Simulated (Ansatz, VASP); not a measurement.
Two plane-wave programs on SrO

```
Sr O
1.0
     0.00000    2.56630    2.56630
     2.56630    0.00000    2.56630
     2.56630    2.56630    0.00000
Sr O
1 1
Direct
  0.50000 0.50000 0.50000
  0.00000 0.00000 0.00000
```

Alike in both runs: task relaxation of cell and atoms; functional PBEsol-based global hybrid; k mesh 5 × 5 × 5; occupations fermi-dirac, width 0.05 eV; no spin polarisation.

|  | VASP | Ansatz |
| --- | --- | --- |
| version | VASP 6.6.1 | Ansatz 0.2.0 |
| potentials or method | VASP PAW PBE potentials, release 64 (Sr_sv, O) | Ansatz PAW |
| plane-wave cutoff (eV) | 600 | 420 |
| valence electrons in the cell | 16 | 16 |

Ansatz gave:

- gap on the k mesh at the Fermi level, each at its own relaxed structure (eV): 5.63
- relaxed volume (Å³/atom): 16.60
- relaxed cell length with the largest relative difference (Å): 3.608

Q: Estimate VASP's values.

A: gap on the k mesh at the Fermi level, each at its own relaxed structure (eV): 5.59; relaxed volume (Å³/atom): 16.68; relaxed cell length with the largest relative difference (Å): 3.613.

VASP's potentials were made for PBE, not for PBEsol-based global hybrid.

The k mesh is coarse, so the values compare programs but aren't converged. Noted on Ansatz's run: odd divisions of the mesh miss points on the zone boundary, where band edges often lie, so the gap on the mesh can be too wide; the plane-wave basis is chosen anew once the cell has moved, so the energies of steps on either side of that aren't comparable.
